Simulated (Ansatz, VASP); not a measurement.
# Two plane-wave programs on PbSe2

```
Pb Se
1.0
    -3.23863    3.23863    3.90220
     3.23863   -3.23863    3.90220
     3.23863    3.23863   -3.90220
Pb Se
2 4
Direct
  0.25000 0.25000 0.00000
  0.75000 0.75000 0.00000
  0.62982 0.12982 0.75963
  0.37018 0.87018 0.24037
  0.87018 0.62982 0.50000
  0.12982 0.37018 0.50000
```

Alike in both runs: functional r2SCAN; k mesh 8 × 8 × 8; occupations gaussian, width 0.01 eV; no spin polarisation.

Ansatz relaxed the structure, and its values are those at the end. VASP's run is a single point on that final structure, the one shown.

|  | VASP | Ansatz |
| --- | --- | --- |
| version | VASP 6.6.1 | Ansatz 0.2.0 |
| potentials or method | VASP PAW PBE potentials, release 64 (Pb_d, Se), cutoff 520 eV | scalar-relativistic, plane waves, PAW |
| valence electrons in the cell | 52 | 92 |

Ansatz gave:

```
gap on the k mesh at the Fermi level (eV) : 0.09
least direct gap on the mesh (eV)         : 0.67
pressure (GPa)                            : 0.0
rms of the force components (eV/Å)        : 0.003
```

Q: What did VASP give for the same quantities?

A: gap on the k mesh at the Fermi level (eV): 0.09; least direct gap on the mesh (eV): 0.67; pressure (GPa): 0.0; rms of the force components (eV/Å): 0.005.

VASP's potentials were made for PBE, not for r2SCAN. VASP's potentials hold 52 valence electrons a cell and Ansatz's 92, so a difference there can come from the potentials and not from the codes.

Spin-orbit coupling is off throughout.
